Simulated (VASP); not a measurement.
# BaTe (P1) in VASP: relaxation of cell and atoms with PBE

Aim: the relaxation of cell and atoms of BaTe with PBE.

Program: VASP 6.6.1. These are calculated values, not measurements. Logs are shortened: lines on timing, memory, paths and dates and some standing lists are left out, and cuts for length are marked.

### 1 The cell of the first run

The typed cell holds 8 atoms: a = 4.766 Å, b = 4.846 Å, c = 17.331 Å, α = 92.30°, β = 91.58°, γ = 118.42°.

### 2 Relaxation of cell and atoms, PBE

The input, INCAR:

```
PREC = Accurate ; ENCUT = 600
EDIFF = 1E-6 ; ISMEAR = 0
SIGMA = 0.1 ; LREAL = False
LASPH = True ; NELM = 60
ALGO = Normal ; ISIF = 3
LWAVE = False ; LCHARG = False
GGA = PE ; IBRION = 2
NSW = 80 ; EDIFFG = -0.025
```

The input, KPOINTS:

```
regular mesh
0
Gamma
  3 3 1
```

The input, POSCAR:

```
BaTe
1.0
    4.7656618997      0.0426638615     -0.0659987268
   -2.3458829570      4.2393743657     -0.0962772069
   -0.2342932855     -0.5299238602     17.3216608175
Ba Te
4 4
Direct
    0.6683562056      0.3656322991      0.3824471553
    0.6922801306      0.3672816453      0.8757451579
    0.2931181986      0.6289603390      0.1230190083
    0.2936534490      0.6490348787      0.6265173421
    0.0625502968     -0.0159932495     -0.0076800481
   -0.0084145700     -0.0285688761      0.5024513798
   -0.0248506166     -0.0237699980      0.2442739930
    0.0233069060      0.0574229616      0.7532260118
```

Potentials or basis: VASP PAW PBE potentials, release 64 (Ba_sv, Te).

Started as:

```console
> cat potpaw_PBE.64/Ba_sv/POTCAR potpaw_PBE.64/Te/POTCAR > POTCAR
> mpirun -np 1 vasp_std > vasp.out
```

OUTCAR:

```text
PREC = Accurate
   ENCUT = 600
   EDIFF = 1E-6
   ISMEAR = 0
   LREAL = False
   LASPH = True
   NELM = 60
   ISIF = 3
   GGA = PE
   IBRION = 2
   NSW = 80
   EDIFFG = -0.025

 ion  position               nearest neighbor table
   1  0.668  0.366  0.382-   6 3.22   6 3.63   7 3.64   6 3.65   7 3.67   7 3.73
   2  0.692  0.367  0.876-   5 3.23   8 3.38   8 3.43   5 3.45   5 3.72   8 3.73
   3  0.293  0.629  0.123-   5 3.36   7 3.44   7 3.46   5 3.48   7 3.59   5 4.04
   4  0.294  0.649  0.627-   6 3.37   8 3.44   6 3.50   8 3.55   8 3.68   6 3.72
   5  0.063  0.984  0.992-   2 3.23   3 3.36   2 3.45   3 3.48   2 3.72   3 4.04
   6  0.992  0.971  0.502-   1 3.22   4 3.37   4 3.50   1 3.63   1 3.65   4 3.72
   7  0.975  0.976  0.244-   3 3.44   3 3.46   3 3.59   1 3.64   1 3.67   1 3.73
   8  0.023  0.057  0.753-   2 3.38   2 3.43   4 3.44   4 3.55   4 3.68   2 3.73

  LATTYP: Found a triclinic cell.
 ALAT       =     4.8461047410
 B/A-ratio  =     0.9835342162
 C/A-ratio  =     3.8881713444
 COS(alpha) =     0.0172543149
 COS(beta)  =     0.3571508910
 COS(gamma) =     0.4759046381

  Lattice vectors:

 A1 = (  -2.3458829570,   4.2393743657,  -0.0962772069)
 A2 = (  -4.7656618997,  -0.0426638615,   0.0659987268)
 A3 = (  -0.1603972998,   7.9914887327,  17.0631076769)

Analysis of symmetry for initial positions (statically):
=====================================================================
 Subroutine PRICEL returns:
 Original cell was already a primitive cell.

 Routine SETGRP: Setting up the symmetry group for a
 triclinic supercell.

 Subroutine GETGRP returns: Found  1 space group operations
 (whereof  1 operations were pure point group operations)
 out of a pool of  2 trial point group operations.

The static configuration has the point symmetry C_1 .

Analysis of symmetry for dynamics (positions and initial velocities):
=====================================================================
 Subroutine PRICEL returns:
 Original cell was already a primitive cell.

 Routine SETGRP: Setting up the symmetry group for a
 triclinic supercell.

 Subroutine GETGRP returns: Found  1 space group operations
 (whereof  1 operations were pure point group operations)
 out of a pool of  2 trial point group operations.

The dynamic configuration has the point symmetry C_1 .

 Subroutine INISYM returns: Found  1 space group operations
 (whereof  1 operations are pure point group operations),
 and found     1 'primitive' translations

----------------------------------------------------------------------------------------

                                     Primitive cell

  volume of cell :     351.3007

  direct lattice vectors                    reciprocal lattice vectors
     4.765661900  0.042663861 -0.065998727     0.208886519  0.115733169  0.006366045
    -2.345882957  4.239374366 -0.096277207    -0.002004080  0.234937507  0.007160367
    -0.234293286 -0.529923860 17.321660817     0.000784757  0.001746794  0.057795239

  length of vectors
     4.766309828  4.846104741 17.331348653     0.238889663  0.235055141  0.057826956

  position of ions in fractional coordinates (direct lattice)
     0.668356206  0.365632299  0.382447155
     0.692280131  0.367281645  0.875745158
     0.293118199  0.628960339  0.123019008
     0.293653449  0.649034879  0.626517342
     0.062550297  0.984006751  0.992319952
     0.991585430  0.971431124  0.502451380
     0.975149383  0.976230002  0.244273993
     0.023306906  0.057422962  0.753226012

  ion indices of the primitive-cell ions
   primitive index   ion index
                 1           1
                 2           2
                 3           3
                 4           4
                 5           5
                 6           6
                 7           7
                 8           8

----------------------------------------------------------------------------------------

 KPOINTS: regular mesh

Automatic generation of k-mesh.
 Grid dimensions read from file:
 generate k-points for:    3    3    1

 Generating k-lattice:

  Cartesian coordinates                     Fractional coordinates (reciprocal lattice)
     0.069628840  0.038577723  0.002122015     0.333333333 -0.000000000  0.000000000
    -0.000668027  0.078312502  0.002386789    -0.000000000  0.333333333 -0.000000000
     0.000784757  0.001746794  0.057795239     0.000000000  0.000000000  1.000000000

  Length of vectors
     0.079629888  0.078351714  0.057826956

  Shift w.r.t. Gamma in fractional coordinates (k-lattice)
     0.000000000  0.000000000  0.000000000

 Subroutine IBZKPT returns following result:
 ===========================================

 Found      5 irreducible k-points:

 Following reciprocal coordinates:
            Coordinates               Weight
  0.000000  0.000000  0.000000      1.000000
  0.333333 -0.000000 -0.000000      2.000000
  0.000000  0.333333  0.000000      2.000000
  0.333333  0.333333 -0.000000      2.000000
 -0.333333  0.333333  0.000000      2.000000
   k-points           NKPTS =      5   k-points in BZ     NKDIM =      5   number of bands    NBANDS=     38
   number of dos      NEDOS =    301   number of ions     NIONS =      8
   total plane-waves  NPLWV = 224000
   dimension x,y,z NGX =    40 NGY =   40 NGZ =  140
   dimension x,y,z NGXF=    80 NGYF=   80 NGZF=  280
   ions per type =               4   4
   NGX,Y,Z   is equivalent  to a cutoff of  13.95, 13.72, 13.43 a.u.
   NGXF,Y,Z  is equivalent  to a cutoff of  27.90, 27.44, 26.86 a.u.
 SYSTEM =  unknown system
   PREC   = accura    normal or accurate (medium, high low for compatibility)
   ISTART =      0    job   : 0-new  1-cont  2-samecut
   ICHARG =      2    charge: 1-file 2-atom 10-const
   ISPIN  =      1    spin polarized calculation?
   LNONCOLLINEAR =      F non collinear calculations
   LSORBIT =      F    spin-orbit coupling
   LASPH  =      T    aspherical Exc in radial PAW
   ENCUT  =  600.0 eV  44.10 Ry    6.64 a.u.   9.52  9.68 34.62*2*pi/ulx,y,z
   NELM   =     60;   NELMIN=  2; NELMDL= -5     # of ELM steps
   EDIFF  = 0.1E-05   stopping-criterion for ELM
   LREAL  =      F    real-space projection
   EDIFFG = -.3E-01   stopping-criterion for IOM
   NSW    =     80    number of steps for IOM
   IBRION =      2    ionic relax: 0-MD 1-quasi-New 2-CG
   NFREE  =      1    steps in history (QN), initial steepest desc. (CG)
   ISIF   =      3    stress and relaxation
   ISYM   =      2    0-nonsym 1-usesym 2-fastsym
   POTIM  = 0.5000    time-step for ionic-motion
   TEBEG  =    0.0;   TEEND  =   0.0 temperature during run
   PSTRESS=    0.0 pullay stress
   NELECT =      64.0000    total number of electrons
   NUPDOWN=      -1.0000    fix difference up-down
   EMIN   =  10.00;   EMAX   =-10.00  energy-range for DOS
   EFERMI =   0.00;   METHOD = LEGACY
   ISMEAR =     0;   SIGMA  =   0.10  broadening in eV -4-tet -1-fermi 0-gaus
   EFERMI_NEDOS =   21; number of points for ismear=-14 and -15
   IALGO  =     38    algorithm
   IMIX   =      4    mixing-type and parameters
     AMIX     =   0.40;   BMIX     =  1.00
     AMIX_MAG =   1.60;   BMIX_MAG =  1.00
  volume/ion in A,a.u.               =      43.91       296.34
  Fermi-wavevector in a.u.,A,eV,Ry     =   0.928058  1.753775 11.718586  0.861292
  Thomas-Fermi vector in A             =   2.054194
   LORBIT       =      0    0 simple, 1 ext, 2 COOP (PROOUT), +10 PAW based schemes
   GGA     = PE    functional components
   LHFCALC =     F    Hartree Fock is set to
   AEXX    =    0.0000 exact exchange contribution
   IVDW    =     0    specifies the selected vdW correction
   LEPSILON=     F    determine dielectric tensor
   LRPA    =     F    only Hartree local field effects (RPA)
 conjugate gradient relaxation of ions
 non-spin polarized calculation
 Gauss-broadening in eV      SIGMA  =   0.10
  energy-cutoff  :      600.00
  volume of cell :      351.30
 maximum number of plane-waves:     11739
 NGX is ok and might be reduce to    40
   NGX = 19   NGY = 19   NGZ = 69

--------------------------------------- Ionic step        1  -------------------------------------------

 number of electron      64.0000001 magnetization

 Free energy of the ion-electron system (eV)
  ---------------------------------------------------
  ext. energy  EPLUGINS =         0.00000000
  ---------------------------------------------------
  free energy    TOTEN  =       -33.36330740 eV

  energy without entropy =      -33.36330740  energy(sigma->0) =      -33.36330740

------------------------ aborting loop because EDIFF is reached ----------------------------------------

  FORCE on cell =-STRESS in cart. coord.  units (eV):
  Direction    XX          YY          ZZ          XY          YZ          ZX
  --------------------------------------------------------------------------------------
  -------------------------------------------------------------------------------------
  Total        2.2716479      2.5757830      1.9385335     -0.5945790      2.5044887      0.7909963
  in kB       10.3603053     11.7473747      8.8410703     -2.7116968     11.4222226      3.6074973
  external PRESSURE =      10.3162501 kB  Pullay stress =       0.0000000 kB
[... 107 lines left out ...]
  FREE ENERGIE OF THE ION-ELECTRON SYSTEM (eV)
  ---------------------------------------------------
  free  energy   TOTEN  =       -33.5861844822 eV

  energy  without entropy=      -33.5861844822  energy(sigma->0) =      -33.58618448

[... ionic steps 4 to 21 ...]

--------------------------------------- Ionic step       22  -------------------------------------------

 number of electron      64.0000001 magnetization

------------------------ aborting loop because EDIFF is reached ----------------------------------------

  FORCE on cell =-STRESS in cart. coord.  units (eV):
  Direction    XX          YY          ZZ          XY          YZ          ZX
  --------------------------------------------------------------------------------------
  -------------------------------------------------------------------------------------
  Total       -0.0679709     -0.0524323     -0.1505879      0.0045153      0.0093247     -0.0179402
  in kB       -0.3054153     -0.2355955     -0.6766406      0.0202886      0.0418988     -0.0806114
  external PRESSURE =      -0.4058838 kB  Pullay stress =       0.0000000 kB
[... 69 lines left out ...]
  energy  without entropy=      -33.8460970864  energy(sigma->0) =      -33.84609709

--------------------------------------- Ionic step       24  -------------------------------------------

 number of electron      64.0000001 magnetization

 Free energy of the ion-electron system (eV)
  ---------------------------------------------------
  ext. energy  EPLUGINS =         0.00000000
  ---------------------------------------------------
  free energy    TOTEN  =       -33.84642806 eV

  energy without entropy =      -33.84642806  energy(sigma->0) =      -33.84642806

 E-fermi :   3.0433     XC(G=0):  -8.0580

 val. band max:        2.5226908162   @ k =   0.0000   0.0000   0.0000
 cond. band min:       3.9911908125   @ k =  -0.3333   0.3333   0.0000
 fundamental gap:      1.4684999963
 Fermi energy:         3.0432801910

 k-point     1 :       0.0000    0.0000    0.0000
  band No.  band energies     occupation
      1     -25.0907      2.00000
      2     -25.0869      2.00000
      3     -25.0857      2.00000
      4     -25.0819      2.00000
      5     -10.5312      2.00000
      6     -10.3834      2.00000
[... 30 lines left out ...]
     37       5.4617      0.00000
     38       5.4636      0.00000

 k-point     2 :       0.3333   -0.0000   -0.0000
  band No.  band energies     occupation
      1     -25.0821      2.00000
      2     -25.0799      2.00000
      3     -25.0782      2.00000
      4     -25.0759      2.00000
      5     -10.4907      2.00000
      6     -10.4611      2.00000
[... 30 lines left out ...]
     37       5.9650      0.00000
     38       5.9816      0.00000

 k-point     3 :       0.0000    0.3333    0.0000
  band No.  band energies     occupation
      1     -25.0821      2.00000
      2     -25.0799      2.00000
      3     -25.0782      2.00000
      4     -25.0759      2.00000
      5     -10.4906      2.00000
      6     -10.4611      2.00000
[... 30 lines left out ...]
     37       5.9655      0.00000
     38       5.9819      0.00000

 k-point     4 :       0.3333    0.3333   -0.0000
  band No.  band energies     occupation
      1     -25.0772      2.00000
      2     -25.0769      2.00000
      3     -25.0742      2.00000
      4     -25.0732      2.00000
      5     -10.5469      2.00000
      6     -10.4603      2.00000
[... 30 lines left out ...]
     37       6.1749      0.00000
     38       6.1769      0.00000

 k-point     5 :      -0.3333    0.3333    0.0000
  band No.  band energies     occupation
      1     -25.0821      2.00000
      2     -25.0800      2.00000
      3     -25.0782      2.00000
      4     -25.0759      2.00000
      5     -10.4903      2.00000
      6     -10.4609      2.00000
[... 65 lines left out ...]
  FREE ENERGIE OF THE ION-ELECTRON SYSTEM (eV)
  ---------------------------------------------------
  free  energy   TOTEN  =       -33.8464280642 eV

  energy  without entropy=      -33.8464280642  energy(sigma->0) =      -33.84642806

 reached required accuracy - stopping structural energy minimisation
```

It took 22 min on 1 thread of Intel Xeon 6975P-C (Granite Rapids), shared host; peak memory 0.57 GiB.

What came out:

- Free energy: -33.8464 eV
- Relaxed volume: 44.54 Å³/atom
- Relaxed cell: a = 4.880 Å, b = 4.881 Å, c = 17.281 Å, α = 90.04°, β = 89.99°, γ = 120.04°
- Space group after relaxing (to 0.1 Å): P6_3/mmc (No. 194)
- Energy gained by relaxing: 60.4 meV/atom
- Ionic steps: 24
- Pressure after relaxing: 0.0 GPa
- Largest force after relaxing: 0.019 eV/Å
- Band gap on the k mesh: 1.47 eV (least direct gap 1.74 eV)

Forces on the atoms (eV/Å):
```
Ba   0.002  0.002  0.001
Ba   0.000 -0.005 -0.006
Ba  -0.002  0.006  0.015
Ba  -0.004 -0.006 -0.009
Te   0.007  0.005  0.001
Te   0.017  0.007 -0.001
Te  -0.008 -0.007 -0.003
Te  -0.011 -0.002  0.001
```

Step by step:
| step | energy change (eV) | largest force (eV/Å) | pressure (GPa) | volume (Å³) |
| --- | --- | --- | --- | --- |
| 1 | 0.0000 | 1.1222 | 1.03 | 351.30 |
| 2 | -0.2067 | 0.5380 | -0.36 | 365.78 |
| 3 | -0.2229 | 0.4119 | -0.79 | 371.45 |
| 4 | -0.3128 | 0.4038 | -0.29 | 363.18 |
| 5 | -0.3464 | 0.4059 | 0.34 | 354.65 |
| 6 | -0.3986 | 0.2957 | 0.16 | 355.89 |
| 7 | -0.4304 | 0.2296 | -0.07 | 358.01 |
| 8 | -0.4479 | 0.1661 | 0.02 | 356.51 |
| 9 | -0.4566 | 0.1252 | 0.18 | 354.37 |
| 10 | -0.4633 | 0.1203 | -0.20 | 358.99 |
| 11 | -0.4634 | 0.1186 | -0.17 | 358.69 |
| 12 | -0.4711 | 0.0836 | -0.05 | 357.06 |
| 13 | -0.4729 | 0.0821 | 0.04 | 355.86 |
| 14 | -0.4761 | 0.0681 | -0.02 | 356.51 |
| 15 | -0.4769 | 0.0621 | -0.08 | 357.06 |
| 16 | -0.4786 | 0.0537 | 0.10 | 354.82 |
| 17 | -0.4786 | 0.0528 | 0.08 | 355.06 |
| 18 | -0.4806 | 0.0467 | 0.02 | 356.01 |
| 19 | -0.4811 | 0.0466 | -0.04 | 356.82 |
| 20 | -0.4823 | 0.0424 | 0.01 | 355.96 |
| 21 | -0.4823 | 0.0432 | 0.03 | 355.73 |
| 22 | -0.4828 | 0.0302 | -0.04 | 356.57 |
| 23 | -0.4828 | 0.0285 | -0.05 | 356.67 |
| 24 | -0.4831 | 0.0187 | -0.02 | 356.30 |

Final structure:
```cif
data_structure
_symmetry_space_group_name_H-M 'P 1'
_symmetry_Int_Tables_number 1
_cell_length_a 4.8797
_cell_length_b 4.8807
_cell_length_c 17.2815
_cell_angle_alpha 90.042
_cell_angle_beta 89.991
_cell_angle_gamma 120.039
_cell_volume 356.30
loop_
_atom_site_label
_atom_site_type_symbol
_atom_site_fract_x
_atom_site_fract_y
_atom_site_fract_z
_atom_site_occupancy
Ba1 Ba 0.66540 0.33275 0.37497 1
Ba2 Ba 0.66802 0.33412 0.87507 1
Ba3 Ba 0.33322 0.66564 0.12477 1
Ba4 Ba 0.33369 0.66763 0.62517 1
Te1 Te 0.99936 0.99916 0.99992 1
Te2 Te 0.99685 0.99915 0.50007 1
Te3 Te 0.00087 0.00013 0.24992 1
Te4 Te 0.00259 0.00141 0.75010 1
```

Caveat: the k points lie up to 0.50 Å⁻¹ apart in the final cell; spin-orbit coupling is left out, which moves the levels of the heavy elements. A k mesh can miss the band edges.
